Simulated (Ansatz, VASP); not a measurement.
**CdTe: VASP beside Ansatz**

```
Cd Te
1.0
     3.20500    3.20500    0.00000
    -3.20500    3.20500    0.00000
     0.00000    3.20500    3.20500
Cd Te
1 1
Direct
  0.00000 0.00000 0.00000
  0.75000 0.25000 0.50000
```

Change from the starting cell: unstrained.

Alike in both runs: task single point; functional LDA; k mesh 6 × 6 × 6; no spin polarisation.

|  | VASP | Ansatz |
| --- | --- | --- |
| version | VASP 6.6.1 | Ansatz 0.2.0 |
| potentials or method | VASP PAW LDA potentials, release 64 (Cd, Te), cutoff 520 eV | all-electron LAPW, scalar-relativistic |
| occupations | gaussian, width 0.01 eV | fixed |

VASP gave:

- gap on the k mesh at the Fermi level (eV): 0.65
- pressure (GPa): 0.3

**Question.** What did Ansatz give for the same quantities?

**Answer.** gap on the k mesh at the Fermi level (eV): 0.61; pressure (GPa): 0.0.

LDA's correlation is that of Perdew and Zunger in VASP and of Perdew and Wang (1992) in Ansatz. Ansatz ran all-electron here, and VASP with PAW potentials.

Neither program's run includes spin-orbit coupling.
